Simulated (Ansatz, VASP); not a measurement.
# Bi2Te3: VASP beside Ansatz

INCAR

```
PREC = Accurate ; ENCUT = 520
EDIFF = 1E-6 ; ISMEAR = -1
SIGMA = 0.08 ; LREAL = False
LASPH = True ; NELM = 100
ALGO = Normal ; ISIF = 2
LWAVE = False ; LCHARG = False
GGA = PE ; NBANDS = 32
```

KPOINTS

```
regular mesh
0
Gamma
  7 7 7
```

The input POSCAR:

```
Bi2Te3
1.0
    2.1491405472      1.2408068734     10.1656700000
   -2.1491405472      1.2408068734     10.1656700000
    0.0000000000     -2.4816137469     10.1656700000
Bi Te
2 3
Direct
    0.4000000000      0.4000000000      0.4000000000
    0.6000000000      0.6000000000      0.6000000000
    0.0000000000      0.0000000000      0.0000000000
    0.2095000000      0.2095000000      0.2095000000
    0.7905000000      0.7905000000      0.7905000000
```

Input for Ansatz:

```yaml
crystal:
  lattice:
    - [2.1491405472, 1.2408068734, 10.16567]
    - [-2.1491405472, 1.2408068734, 10.16567]
    - [0.0, -2.4816137469, 10.16567]
  atoms:
    - { symbol: Bi, position: [0.4, 0.4, 0.4] }
    - { symbol: Bi, position: [0.6, 0.6, 0.6] }
    - { symbol: Te, position: [0.0, 0.0, 0.0] }
    - { symbol: Te, position: [0.2095, 0.2095, 0.2095] }
    - { symbol: Te, position: [0.7905, 0.7905, 0.7905] }
kpoints:
  mp_grid: { grid: [7, 7, 7] }
  band_path:
    path:
      - [0.0, 0.0, 0.0]
      - [0.5, 0.5, 0.5]
      - [0.8234011413, 0.1765988587, 0.5]
      - [0.5, -0.1765988587, 0.1765988587]
      - [0.5, 0.0, 0.0]
      - [0.0, 0.0, 0.0]
      - [0.3382994293, -0.3382994293, 0.0]
      - [0.6617005707, 0.0, 0.3382994293]
      - [0.5, 0.0, 0.5]
    npoints: 5
scf:
  occupations: { method: fermi_dirac, width: 0.08 }
hamiltonian:
  xc: pbe
  pseudopotentials: { kind: all_electron, lapw: { basis_error: 0.001 } }
output:
  forces: true
  stress: true
  eigenvalues: true
```

Change from the starting cell: equal xx and yy strain of -2 %.

Alike in both runs: task single point; functional PBE; k mesh 7 × 7 × 7; occupations fermi-dirac, width 0.08 eV; no spin polarisation.

|  | VASP | Ansatz |
| --- | --- | --- |
| version | VASP 6.6.1 | Ansatz 0.2.0 |
| potentials or method | VASP PAW PBE potentials, release 64 (Bi_d, Te), cutoff 520 eV | all-electron LAPW, scalar-relativistic |

|  | VASP | Ansatz | Ansatz less VASP |
| --- | --- | --- | --- |
| pressure (GPa) | 4.3 | 4.3 | +0.04 |
| traceless stress, the component that is largest in VASP (GPa) | -0.47 | -0.47 | -0.001 |
| rms of the force components (eV/Å) | 0.077 | 0.071 | -0.0059 |

Atom by atom the forces differ by 0.006 eV/Å (rms over components). Ansatz ran all-electron here, and VASP with PAW potentials.

Spin-orbit coupling is off throughout.
